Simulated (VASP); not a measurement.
## CsAg2: single point with PBE

The system is CsAg2.

```
Cs Ag
1.0
     7.80749    0.00000    0.00000
     0.00000    7.80749    0.00000
     0.00000    0.00000    7.80749
Cs Ag
2 4
Direct
  0.00000 0.00000 0.00000
  0.50000 0.50000 0.50000
  0.25000 0.25000 0.25000
  0.25000 0.75000 0.75000
  0.75000 0.75000 0.25000
  0.75000 0.25000 0.75000
```

| Item | Value |
| --- | --- |
| Program | VASP 6.6.1 |
| Task | single point |
| Functional | PBE |
| Potentials or basis | VASP PAW PBE potentials, release 64 (Cs_sv, Ag) |
| Cutoff | 520 eV |
| k mesh | 4 × 4 × 4 |
| Occupations | gaussian, width 0.1 eV |
| Spin | no spin polarisation |

```yaml
Pressure: 0.4 GPa
Band_gap_on_the_k_mesh: zero (band 31 reaches -1.01 eV, above the bottom of band 32 at -1.36 eV)
```

Levels at points of the mesh, in eV from the Fermi level:
```tsv
k point	band 29	band 30	band 31	band 32	band 33	band 34
(0.00, 0.00, 0.00)	-1.21	0.17	0.17	0.17	1.98	1.98
(0.50, 0.00, 0.00)	-0.65	-0.65	0.14	0.14	2.62	2.62
(0.50, 0.50, 0.00)	-0.35	-0.35	-0.19	-0.19	2.46	2.46
(0.50, 0.50, 0.50)	-0.25	-0.18	-0.18	-0.18	2.04	2.09
```

Wall time 2.1 min on 1 thread of Intel(R) Xeon(R) 6975P-C (Granite Rapids), with other jobs on the host, peak memory 0.55 GiB.

Caveat: spin-orbit coupling is left out, which moves the levels of the heavy elements.
